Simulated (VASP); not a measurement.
# Sn (Im-3m) in VASP: notebook

Sn is run at these levels: PBE; tasks: single point, relaxation of cell and atoms.

Everything below comes from runs of VASP 6.6.1. Logs are shortened: lines on timing, memory, paths and dates and some standing lists are left out, and cuts for length are marked.

## 1. The cell of the first run

The structure is cubic, space group Im-3m (No. 229). The conventional cell has a = 3.811 Å, b = 3.811 Å, c = 3.811 Å, α = 90.00°, β = 90.00°, γ = 90.00°. Within 4.3 Å of Sn (site symmetry m-3m) lie 14 Sn at 3.30 to 3.81 Å.

## 2. Single point, PBE

The input, INCAR:

```
SYSTEM = Sn
ALGO     = Normal         ! electronic algorithm
EDIFF    = 1E-6           ! SCF threshold, eV
ENCUT    = 520            ! plane-wave cutoff, eV
GGA      = PE             ! functional
ISIF     = 2              ! what is computed and relaxed
ISMEAR   = -1             ! smearing method
LASPH    = .TRUE.         ! aspherical terms in the spheres
LCHARG   = .TRUE.         ! write CHGCAR
LELF     = .TRUE.         ! ELF
LREAL    = .FALSE.        ! projectors in reciprocal space
LVHAR    = .TRUE.       
LWAVE    = .FALSE.        ! write WAVECAR
NBANDS   = 13             ! bands
NELM     = 80             ! most SCF steps
PREC     = Accurate       ! precision mode
SIGMA    = 0.1            ! smearing width, eV
```

The input, KPOINTS:

```
k-points
0
G
  19 19 19
  0 0 0
```

The input, POSCAR:

```
Sn
1.0
   -1.9053939708      1.9053939708      1.9053939708
    1.9053939708     -1.9053939708      1.9053939708
    1.9053939708      1.9053939708     -1.9053939708
Sn
1
Direct
    0.0000000000      0.0000000000      0.0000000000
```

Potentials or basis: VASP PAW PBE potentials, release 64 (Sn_d).

Launch:

```console
$ cat potpaw_PBE.64/Sn_d/POTCAR > POTCAR
$ mpirun -np 1 vasp_std > vasp.out
```

OUTCAR:

```text
SYSTEM = Sn
   EDIFF = 1E-6
   ENCUT = 520
   GGA = PE
   ISIF = 2
   ISMEAR = -1
   LASPH = .TRUE.
   LREAL = .FALSE.
   NELM = 80
   PREC = Accurate

 ion  position               nearest neighbor table
   1  0.000  0.000  0.000-

  LATTYP: Found a body centered cubic cell.
 ALAT       =     3.8107879416

  Lattice vectors:

 A1 = (  -1.9053939708,   1.9053939708,   1.9053939708)
 A2 = (   1.9053939708,  -1.9053939708,   1.9053939708)
 A3 = (   1.9053939708,   1.9053939708,  -1.9053939708)

Analysis of symmetry for initial positions (statically):
=====================================================================
 Subroutine PRICEL returns:
 Original cell was already a primitive cell.

 Routine SETGRP: Setting up the symmetry group for a
 body centered cubic supercell.

 Subroutine GETGRP returns: Found 48 space group operations
 (whereof 48 operations were pure point group operations)
 out of a pool of 48 trial point group operations.

The static configuration has the point symmetry O_h .

Analysis of symmetry for dynamics (positions and initial velocities):
=====================================================================
 Subroutine PRICEL returns:
 Original cell was already a primitive cell.

 Routine SETGRP: Setting up the symmetry group for a
 body centered cubic supercell.

 Subroutine GETGRP returns: Found 48 space group operations
 (whereof 48 operations were pure point group operations)
 out of a pool of 48 trial point group operations.

The dynamic configuration has the point symmetry O_h .

 Subroutine INISYM returns: Found 48 space group operations
 (whereof 48 operations are pure point group operations),
 and found     1 'primitive' translations

----------------------------------------------------------------------------------------

                                     Primitive cell

  volume of cell :      27.6703

  direct lattice vectors                    reciprocal lattice vectors
    -1.905393971  1.905393971  1.905393971     0.000000000  0.262412922  0.262412922
     1.905393971 -1.905393971  1.905393971     0.262412922  0.000000000  0.262412922
     1.905393971  1.905393971 -1.905393971     0.262412922  0.262412922  0.000000000

  length of vectors
     3.300239166  3.300239166  3.300239166     0.371107914  0.371107914  0.371107914

  position of ions in fractional coordinates (direct lattice)
     0.000000000  0.000000000  0.000000000

  ion indices of the primitive-cell ions
   primitive index   ion index
                 1           1

----------------------------------------------------------------------------------------

 KPOINTS: k-points

Automatic generation of k-mesh.
 Grid dimensions read from file:
 generate k-points for:   19   19   19

 Generating k-lattice:

  Cartesian coordinates                     Fractional coordinates (reciprocal lattice)
     0.000000000  0.013811206  0.013811206     0.052631579  0.000000000  0.000000000
     0.013811206  0.000000000  0.013811206     0.000000000  0.052631579  0.000000000
     0.013811206  0.013811206  0.000000000     0.000000000  0.000000000  0.052631579

  Length of vectors
     0.019531995  0.019531995  0.019531995

  Shift w.r.t. Gamma in fractional coordinates (k-lattice)
     0.000000000  0.000000000  0.000000000

 Subroutine IBZKPT returns following result:
 ===========================================

 Found    220 irreducible k-points:

 Following reciprocal coordinates:
            Coordinates               Weight
  0.000000  0.000000  0.000000      1.000000
  0.052632  0.000000  0.000000     12.000000
  0.105263  0.000000  0.000000     12.000000
  0.157895  0.000000  0.000000     12.000000
  0.210526  0.000000  0.000000     12.000000
  0.263158  0.000000  0.000000     12.000000
[... 16 lines left out ...]
  0.263158  0.105263  0.000000     48.000000
  0.315789  0.105263  0.000000     48.000000
 [... further k-points ...]
   k-points           NKPTS =    220   k-points in BZ     NKDIM =    220   number of bands    NBANDS=     13
   number of dos      NEDOS =    301   number of ions     NIONS =      1
   total plane-waves  NPLWV =  21952
   dimension x,y,z NGX =    28 NGY =   28 NGZ =   28
   dimension x,y,z NGXF=    56 NGYF=   56 NGZF=   56
   ions per type =               1
   NGX,Y,Z   is equivalent  to a cutoff of  14.10, 14.10, 14.10 a.u.
   NGXF,Y,Z  is equivalent  to a cutoff of  28.21, 28.21, 28.21 a.u.
 SYSTEM =  Sn
   PREC   = accura    normal or accurate (medium, high low for compatibility)
   ISTART =      0    job   : 0-new  1-cont  2-samecut
   ICHARG =      2    charge: 1-file 2-atom 10-const
   ISPIN  =      1    spin polarized calculation?
   LNONCOLLINEAR =      F non collinear calculations
   LSORBIT =      F    spin-orbit coupling
   LASPH  =      T    aspherical Exc in radial PAW
   ENCUT  =  520.0 eV  38.22 Ry    6.18 a.u.   6.14  6.14  6.14*2*pi/ulx,y,z
   NELM   =     80;   NELMIN=  2; NELMDL= -5     # of ELM steps
   EDIFF  = 0.1E-05   stopping-criterion for ELM
   LREAL  =      F    real-space projection
   EDIFFG = 0.1E-04   stopping-criterion for IOM
   NSW    =      0    number of steps for IOM
   IBRION =     -1    ionic relax: 0-MD 1-quasi-New 2-CG
   NFREE  =      0    steps in history (QN), initial steepest desc. (CG)
   ISIF   =      2    stress and relaxation
   ISYM   =      2    0-nonsym 1-usesym 2-fastsym
   POTIM  = 0.5000    time-step for ionic-motion
   TEBEG  =    0.0;   TEEND  =   0.0 temperature during run
   PSTRESS=    0.0 pullay stress
   NELECT =      14.0000    total number of electrons
   NUPDOWN=      -1.0000    fix difference up-down
   EMIN   =  10.00;   EMAX   =-10.00  energy-range for DOS
   EFERMI =   0.00;   METHOD = LEGACY
   ISMEAR =    -1;   SIGMA  =   0.10  broadening in eV -4-tet -1-fermi 0-gaus
   EFERMI_NEDOS =   21; number of points for ismear=-14 and -15
   IALGO  =     38    algorithm
   IMIX   =      4    mixing-type and parameters
     AMIX     =   0.40;   BMIX     =  1.00
     AMIX_MAG =   1.60;   BMIX_MAG =  1.00
  volume/ion in A,a.u.               =      27.67       186.73
  Fermi-wavevector in a.u.,A,eV,Ry     =   1.304506  2.465159 23.153520  1.701736
  Thomas-Fermi vector in A             =   2.435437
   LORBIT       =      0    0 simple, 1 ext, 2 COOP (PROOUT), +10 PAW based schemes
   GGA     = PE    functional components
   LHFCALC =     F    Hartree Fock is set to
   AEXX    =    0.0000 exact exchange contribution
   IVDW    =     0    specifies the selected vdW correction
   LEPSILON=     F    determine dielectric tensor
   LRPA    =     F    only Hartree local field effects (RPA)
 non-spin polarized calculation
  energy-cutoff  :      520.00
  volume of cell :       27.67
 maximum number of plane-waves:       767
 NGX is ok and might be reduce to    28
   NGX = 13   NGY = 13   NGZ = 13

 number of electron      13.9999997 magnetization

 Free energy of the ion-electron system (eV)
  ---------------------------------------------------
  ext. energy  EPLUGINS =         0.00000000
  ---------------------------------------------------
  free energy    TOTEN  =        -3.78491272 eV

  energy without entropy =       -3.76628423  energy(sigma->0) =       -3.77559847

 E-fermi :   7.8664     XC(G=0): -10.2844

 val. band max:        7.8571389247   @ k =  -0.3158   0.3684   0.2632
 cond. band min:       7.8701055871   @ k =  -0.3158   0.4737   0.1053
 fundamental gap:      0.0129666624
 Fermi energy:         7.8664397152

 k-point     1 :       0.0000    0.0000    0.0000
  band No.  band energies     occupation
      1     -13.6798      2.00000
      2     -13.6798      2.00000
      3     -13.6798      2.00000
      4     -13.5488      2.00000
      5     -13.5488      2.00000
      6      -3.0819      2.00000
      7      15.6799      0.00000
      8      15.6799      0.00000
      9      15.6799      0.00000
     10      19.9541      0.00000
     11      19.9541      0.00000
     12      19.9541      0.00000
     13      20.4774      0.00000

 k-point     2 :       0.0526    0.0000    0.0000
  band No.  band energies     occupation
      1     -13.6810      2.00000
      2     -13.6780      2.00000
      3     -13.6742      2.00000
      4     -13.5502      2.00000
      5     -13.5490      2.00000
      6      -3.0225      2.00000
      7      15.1389      0.00000
      8      15.4344      0.00000
      9      15.6035      0.00000
     10      19.1140      0.00000
     11      19.3336      0.00000
     12      19.7916      0.00000
     13      20.8067      0.00000

 k-point     3 :       0.1053    0.0000    0.0000
  band No.  band energies     occupation
      1     -13.6843      2.00000
      2     -13.6731      2.00000
      3     -13.6581      2.00000
      4     -13.5538      2.00000
      5     -13.5495      2.00000
      6      -2.8440      2.00000
      7      13.8341      0.00000
      8      14.8477      0.00000
      9      15.3791      0.00000
     10      18.2702      0.00000
     11      18.6078      0.00000
     12      19.5953      0.00000
     13      21.2334      0.00000
[... 305 lines left out ...]
 k-point    23 :       0.2632    0.1053    0.0000
  band No.  band energies     occupation
      1     -13.7014      2.00000
      2     -13.6528      2.00000
      3     -13.5688      2.00000
      4     -13.5554      2.00000
      5     -13.5317      2.00000
      6      -0.7720      2.00000
      7       7.4895      1.95489
      8      10.9986      0.00000
      9      13.1397      0.00000
     10      16.8632      0.00000
     11      18.3778      0.00000
     12      19.9517      0.00000
     13      23.7389      0.00000

 k-point    24 :       0.3158    0.1053    0.0000
  band No.  band energies     occupation
      1     -13.7066      2.00000
      2     -13.6521      2.00000
      3     -13.5654      2.00000
      4     -13.5563      2.00000
      5     -13.5077      2.00000
      6      -0.0255      2.00000
      7       6.0894      2.00000
      8      10.5830      0.00000
      9      12.8333      0.00000
     10      16.6039      0.00000
     11      18.2623      0.00000
     12      20.4518      0.00000
     13      23.8878      0.00000

 [... further k-points ...]

------------------------ aborting loop because EDIFF is reached ----------------------------------------

  FORCE on cell =-STRESS in cart. coord.  units (eV):
  Direction    XX          YY          ZZ          XY          YZ          ZX
  --------------------------------------------------------------------------------------
  -------------------------------------------------------------------------------------
  Total       -0.0026485     -0.0026485     -0.0026485      0.0000000      0.0000000     -0.0000000
  in kB       -0.1533570     -0.1533570     -0.1533570      0.0000000      0.0000000     -0.0000000
  external PRESSURE =      -0.1533570 kB  Pullay stress =       0.0000000 kB

 VOLUME and BASIS-vectors are now :
 -----------------------------------------------------------------------------
  energy-cutoff  :      520.00
  volume of cell :       27.67
      direct lattice vectors                 reciprocal lattice vectors
    -1.905393971  1.905393971  1.905393971     0.000000000  0.262412922  0.262412922
     1.905393971 -1.905393971  1.905393971     0.262412922  0.000000000  0.262412922
     1.905393971  1.905393971 -1.905393971     0.262412922  0.262412922  0.000000000

 POSITION                                       TOTAL-FORCE (eV/Angst)
 -----------------------------------------------------------------------------------
      0.00000      0.00000      0.00000         0.000000      0.000000      0.000000
 -----------------------------------------------------------------------------------
    total drift:                               -0.000000     -0.000000     -0.000000

  FREE ENERGIE OF THE ION-ELECTRON SYSTEM (eV)
  ---------------------------------------------------
  free  energy   TOTEN  =        -3.7849127185 eV

  energy  without entropy=       -3.7662842302  energy(sigma->0) =       -3.77559847
```

It took 29 s on 1 thread of Intel Xeon 6975P-C (Granite Rapids), shared host; peak memory 0.21 GiB.

Results:

* Free energy: -3.7849 eV
* Pressure: 0.0 GPa
* Band gap on the k mesh: zero (band 7 reaches 15.68 eV, above the bottom of band 8 at 5.53 eV)

Caveat: spin-orbit coupling is left out, which moves the levels of the heavy elements.

## 3. Relaxation of cell and atoms, PBE, target pressure 370 GPa, at which the enthalpy is minimised

This run uses another cell than the first one, of 11.29 Å³/atom, 0.408 times its volume.

The input, INCAR:

```
  PREC = Accurate
  ENCUT = 600
  EDIFF = 1E-6
  ISMEAR = -1
  SIGMA = 0.1
  LREAL = False
  LASPH = True
  NELM = 80
  ALGO = Normal
  ISIF = 3
  LWAVE = False
  LCHARG = False
  GGA = PE
  IBRION = 2
  NSW = 60
  EDIFFG = -0.005
  PSTRESS = 3700.0
```

The input, KPOINTS:

```
regular mesh
0
Gamma
  19 19 19
```

The input, POSCAR:

```
Sn
1.0
   -1.4132039447      1.4132039447      1.4132039447
    1.4132039447     -1.4132039447      1.4132039447
    1.4132039447      1.4132039447     -1.4132039447
Sn
1
Direct
    0.0000000000      0.0000000000      0.0000000000
```

Potentials or basis: VASP PAW PBE potentials, release 64 (Sn_d).

Launch:

```console
$ cat potpaw_PBE.64/Sn_d/POTCAR > POTCAR
$ mpirun -np 1 vasp_std > vasp.out
```

It took 26 s on 1 thread of Intel Xeon 6975P-C (Granite Rapids), shared host; peak memory 0.16 GiB.

It converged, with:

| Quantity | Value |
| --- | --- |
| Free energy | 4.1902 eV |
| Relaxed volume | 11.31 Å³/atom |
| Relaxed cell | a = 2.449 Å, b = 2.449 Å, c = 2.449 Å, α = 109.47°, β = 109.47°, γ = 109.47° |
| Space group after relaxing (to 0.05 Å) | Im-3m (No. 229) |
| Energy change on relaxing (the enthalpy is what falls) | -39.7 meV/atom |
| Ionic steps | 3 |
| Pressure after relaxing | 370.0 GPa |
| Band gap on the k mesh | zero (band 7 reaches 36.53 eV, above the bottom of band 8 at 20.13 eV) |

The path:
| step | energy change (eV) | largest force (eV/Å) | pressure (GPa) | volume (Å³) |
| --- | --- | --- | --- | --- |
| 1 | 0.0000 | 0.0000 | 371.95 | 11.29 |
| 2 | -0.5068 | 0.0000 | 347.00 | 11.52 |
| 3 | -0.0397 | 0.0000 | 370.05 | 11.31 |

Final structure:
```xyz
1
Lattice="-1.4139 1.4139 1.4139 1.4139 -1.4139 1.4139 1.4139 1.4139 -1.4139" Properties=species:S:1:pos:R:3 pbc="T T T"
Sn    0.0000    0.0000    0.0000
```

Levels at points of the mesh, in eV from the Fermi level:
```
           k point  band 5  band 6  band 7  band 8  band 9  band 10
(0.00, 0.00, 0.00)  -23.29  -21.40   11.40   11.40   11.40    20.14
```

Caveat: the cell is relaxed towards a set pressure, so the enthalpy falls and the energy may rise; spin-orbit coupling is left out, which moves the levels of the heavy elements.

## 4. Relaxation of cell and atoms, PBE, target pressure 370 GPa, at which the enthalpy is minimised

This run uses another cell than the first one, of 11.30 Å³/atom, 0.408 times its volume.

The input, INCAR:

```
SYSTEM = Sn
  ALGO = Normal
  EDIFF = 1E-6
  EDIFFG = -0.005
  ENCUT = 600
  GGA = PE
  IBRION = 2
  ISIF = 3
  ISMEAR = -1
  LASPH = .True.
  LCHARG = .False.
  LREAL = .False.
  LWAVE = .False.
  NELM = 60
  NSW = 32
  PREC = Accurate
  PSTRESS = 3700.0
  SIGMA = 0.1
```

The input, KPOINTS:

```
k-points
0
Gamma
  19 19 19
  0 0 0
```

The input, POSCAR:

```
Sn
1.0
   -1.4135764964      1.4135764964      1.4135764964
    1.4135764964     -1.4135764964      1.4135764964
    1.4135764964      1.4135764964     -1.4135764964
Sn
1
Direct
    0.0000000000      0.0000000000      0.0000000000
```

Launch:

```console
$ cat potpaw_PBE.64/Sn_d/POTCAR > POTCAR
$ mpirun -np 1 vasp_std > vasp.out
```

Wall time 26 s (1 thread of Intel Xeon 6975P-C (Granite Rapids), shared host); peak memory 0.15 GiB.

The run converged. Its results:

```
Free energy                                            : 4.1904 eV
Relaxed volume                                         : 11.31 Å³/atom
Relaxed cell                                           : a = 2.449 Å, b = 2.449 Å, c = 2.449 Å, α = 109.47°, β = 109.47°, γ = 109.47°
Space group after relaxing (to 0.05 Å)                 : Im-3m (No. 229)
Energy change on relaxing (the enthalpy is what falls) : -18.7 meV/atom
Ionic steps                                            : 3
Pressure after relaxing                                : 370.0 GPa
Band gap on the k mesh                                 : zero (band 7 reaches 36.53 eV, above the bottom of band 8 at 20.13 eV)
```

Step by step:
```csv
step,energy change (eV),largest force (eV/Å),pressure (GPa),volume (Å³)
1,0.0000,0.0000,370.92,11.30
2,-0.2415,0.0000,359.07,11.40
3,-0.0187,0.0000,370.04,11.31
```

Final structure:
```cif
data_structure
_symmetry_space_group_name_H-M 'P 1'
_symmetry_Int_Tables_number 1
_cell_length_a 2.4490
_cell_length_b 2.4490
_cell_length_c 2.4490
_cell_angle_alpha 109.471
_cell_angle_beta 109.471
_cell_angle_gamma 109.471
_cell_volume 11.31
loop_
_atom_site_label
_atom_site_type_symbol
_atom_site_fract_x
_atom_site_fract_y
_atom_site_fract_z
_atom_site_occupancy
Sn1 Sn 0.00000 0.00000 0.00000 1
```

Levels at points of the mesh, in eV from the Fermi level:
| k point | band 4 | band 5 | band 6 | band 7 | band 8 | band 9 | band 10 | band 11 |
| --- | --- | --- | --- | --- | --- | --- | --- | --- |
| (0.00, 0.00, 0.00) | -23.29 | -23.29 | -21.40 | 11.40 | 11.40 | 11.40 | 20.14 | 20.14 |

Caveat: the cell is relaxed towards a set pressure, so the enthalpy falls and the energy may rise; spin-orbit coupling is left out, which moves the levels of the heavy elements.
